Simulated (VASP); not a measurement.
# Ag (Im-3m) in VASP: a series of runs, part 2 of 2

VASP 6.6.1. The steps go on from the part before.

### Step 5. Single point, RPBE+D3(BJ)

This run uses another cell than the first one, of 14.23 Å³/atom, 0.784 times its volume.

Input file INCAR:

```
SYSTEM = Ag
PREC = Accurate
ENCUT = 520
EDIFF = 1E-6
ISMEAR = -1
SIGMA = 0.05
LREAL = .FALSE.
LASPH = .TRUE.
NELM = 80
ALGO = Normal
ISIF = 2
LWAVE = .FALSE.
LCHARG = .FALSE.
GGA = RP
IVDW = 12
NBANDS = 12
```

Input file KPOINTS:

```
regular mesh
0
G
  11 11 11
  0 0 0
```

Input file POSCAR:

```
Ag
1.0
   -1.5265927377      1.5265927377      1.5265927377
    1.5265927377     -1.5265927377      1.5265927377
    1.5265927377      1.5265927377     -1.5265927377
Ag
1
Direct
    0.0000000000      0.0000000000      0.0000000000
```

Potentials or basis: VASP PAW PBE potentials, release 64 (Ag).

The run is started by

```bash
$ cat potpaw_PBE.64/Ag/POTCAR > POTCAR
$ mpirun -np 1 vasp_std > vasp.out
```

OUTCAR:

```text
SYSTEM = Ag
   PREC = Accurate
   ENCUT = 520
   EDIFF = 1E-6
   ISMEAR = -1
   LREAL = .FALSE.
   LASPH = .TRUE.
   NELM = 80
   ISIF = 2
   GGA = RP
   IVDW = 12
 IVDW          = 12

 ion  position               nearest neighbor table
   1  0.000  0.000  0.000-

  LATTYP: Found a body centered cubic cell.
 ALAT       =     3.0531854754

  Lattice vectors:

 A1 = (  -1.5265927377,   1.5265927377,   1.5265927377)
 A2 = (   1.5265927377,  -1.5265927377,   1.5265927377)
[... 537 lines left out ...]
     11      38.1420      0.00000
     12      40.8447      0.00000

 [... further k-points ...]

------------------------ aborting loop because EDIFF is reached ----------------------------------------

 Edisp (eV)   -3.64976

 E8    (eV) :    -2.3880

  FORCE on cell =-STRESS in cart. coord.  units (eV):
  Direction    XX          YY          ZZ          XY          YZ          ZX
  --------------------------------------------------------------------------------------
  -------------------------------------------------------------------------------------
  Total      -0.04633    -0.04633    -0.04633     0.00000     0.00000     0.00000
  in kB      -5.21596    -5.21596    -5.21596     0.00000     0.00000     0.00000
  external pressure =       -5.22 kB  Pullay stress =        0.00 kB

 VOLUME and BASIS-vectors are now :
 -----------------------------------------------------------------------------
  energy-cutoff  :      520.00
  volume of cell :       14.23
      direct lattice vectors                 reciprocal lattice vectors
    -1.526592738  1.526592738  1.526592738     0.000000000  0.327526778  0.327526778
     1.526592738 -1.526592738  1.526592738     0.327526778  0.000000000  0.327526778
     1.526592738  1.526592738 -1.526592738     0.327526778  0.327526778  0.000000000

 POSITION                                       TOTAL-FORCE (eV/Angst)
 -----------------------------------------------------------------------------------
      0.00000      0.00000      0.00000        -0.000000      0.000000     -0.000000
 -----------------------------------------------------------------------------------
    total drift:                                0.000000     -0.000000      0.000000

  FREE ENERGIE OF THE ION-ELECTRON SYSTEM (eV)
  ---------------------------------------------------
  free  energy   TOTEN  =        -5.3536145023 eV

  energy  without entropy=       -5.3493771254  energy(sigma->0) =       -5.35149581
```

OSZICAR:

```text
N       E                     dE             d eps       ncg     rms          rms(c)
DAV:   1     0.533339700990E+02    0.53334E+02   -0.55197E+03  1352   0.849E+02
DAV:   2    -0.116259625933E+01   -0.54497E+02   -0.52403E+02  1576   0.203E+02
DAV:   3    -0.194737728601E+01   -0.78478E+00   -0.78460E+00  1540   0.254E+01
DAV:   4    -0.194952129609E+01   -0.21440E-02   -0.21439E-02  1556   0.136E+00
DAV:   5    -0.194953539247E+01   -0.14096E-04   -0.14095E-04  1536   0.979E-02    0.863E+00
DAV:   6    -0.172668778610E+01    0.22285E+00   -0.66845E-01  1600   0.772E+00    0.529E+00
DAV:   7    -0.170775247361E+01    0.18935E-01   -0.31967E-02  1596   0.170E+00    0.248E+00
DAV:   8    -0.170384632155E+01    0.39062E-02   -0.12001E-03  1532   0.291E-01    0.141E-01
DAV:   9    -0.170385195848E+01   -0.56369E-05   -0.74028E-06  1468   0.244E-02    0.269E-02
DAV:  10    -0.170385970910E+01   -0.77506E-05   -0.47020E-06  1540   0.204E-02    0.810E-03
DAV:  11    -0.170385913874E+01    0.57037E-06   -0.67817E-08   840   0.219E-03
   1 F= -.53536145E+01 E0= -.53514958E+01  d E =-.423738E-02
```

stdout:

```text
POSCAR found type information on POSCAR Ag
 POSCAR found :  1 types and       1 ions
 scaLAPACK will be used
 -----------------------------------------------------------------------------
|                                                                             |
|                                                                             |
|     You enforced a specific xc type in the INCAR file but a different       |
|     I HOPE YOU KNOW WHAT YOU ARE DOING!                                     |
|                                                                             |
 -----------------------------------------------------------------------------

 LDA part: xc-table for (Slater+PW92), standard interpolation
 POSCAR, INCAR and KPOINTS ok, starting setup
 FFT: planning ... GRIDC
 FFT: planning ... GRID_SOFT
 FFT: planning ... GRID
 WAVECAR not read
 entering main loop
```

It took 16 s on 1 thread of Intel Xeon 8259CL, shared host; peak memory 0.14 GiB.

What came out:

| Item | Value |
| --- | --- |
| Free energy | -5.3536 eV |
| Pressure | -0.5 GPa |
| Dispersion energy per atom | -3.650 eV |

Caveat: the PAW data sets were made with another functional, which shifts forces and pressure a little; pairwise dispersion overbinds metals, which lowers pressure and volume.

### Step 6. Single point, PBE+D3(BJ)

This run uses another cell than the first one, of 17.03 Å³/atom, 0.938 times its volume.

Input file INCAR:

```
  ALGO = Normal
  EDIFF = 1E-6
  ENCUT = 520
  GGA = PE
  ISIF = 2
  ISMEAR = -1
  IVDW = 12
  LASPH = T
  LCHARG = F
  LREAL = F
  LWAVE = F
  NBANDS = 12
  NELM = 80
  PREC = Accurate
  SIGMA = 0.05
```

Input file KPOINTS:

```
k-points
0
Gamma
  11 11 11
```

Input file POSCAR:

```
Ag
1.0
   -1.6209042820      1.6209042820      1.6209042820
    1.6209042820     -1.6209042820      1.6209042820
    1.6209042820      1.6209042820     -1.6209042820
Ag
1
Direct
    0.0000000000      0.0000000000      0.0000000000
```

Potentials or basis: VASP PAW PBE potentials, release 64 (Ag).

The run is started by

```bash
$ cat potpaw_PBE.64/Ag/POTCAR > POTCAR
$ mpirun -np 1 vasp_std > vasp.out
```

Wall time 18 s (1 thread of Intel Xeon 8259CL, shared host); peak memory 0.15 GiB.

Results (log left out):

| Property | Result |
| --- | --- |
| Free energy | -3.2693 eV |
| Pressure | -0.2 GPa |
| Dispersion energy per atom | -0.589 eV |

Levels at points of the mesh, in eV from the Fermi level:
| k point | band 4 | band 5 | band 6 | band 7 | band 8 | band 9 |
| --- | --- | --- | --- | --- | --- | --- |
| (0.00, 0.00, 0.00) | -4.92 | -3.58 | -3.58 | 17.99 | 17.99 | 17.99 |

Caveat: pairwise dispersion overbinds metals, which lowers pressure and volume.

### Step 7. The runs side by side

```csv
task,level,potentials or basis,spin,cell,k mesh,cutoff (eV),gap on the mesh (eV),pressure (GPa),relaxed volume (Å³/atom)
relaxation of cell and atoms,RPBE,"VASP PAW PBE potentials, release 64 (Ag)",off,"relaxed from a = 2.868 Å, angles 109.5°, 1 atom",11 × 11 × 11,600,none,0.1,18.78
relaxation of cell and atoms,BLYP,"VASP PAW PBE potentials, release 64 (Ag)",off,"relaxed from a = 2.868 Å, angles 109.5°, 1 atom",11 × 11 × 11,600,none,0.0,19.44
single point,LDA,"VASP PAW LDA potentials, release 64 (Ag)","non-collinear, zero start, SOC","a = 2.868 Å, angles 109.5°, 1 atom",8 × 8 × 8,520,-,-11.4,-
single point,RPBE+D3(BJ),"VASP PAW PBE potentials, release 64 (Ag)",off,"a = 2.644 Å, angles 109.5°, 1 atom",11 × 11 × 11,520,none,-0.5,-
single point,PBE+D3(BJ),"VASP PAW PBE potentials, release 64 (Ag)",off,"a = 2.807 Å, angles 109.5°, 1 atom",11 × 11 × 11,520,none,-0.2,-
```

Alike in all rows: smearing fermi-dirac 0.05 eV.

Caveats: the PAW data sets were made with another functional, which shifts forces and pressure a little (some runs); pairwise dispersion overbinds metals, which lowers pressure and volume (some runs).

Absolute energies hang on the potentials; compare differences alone.
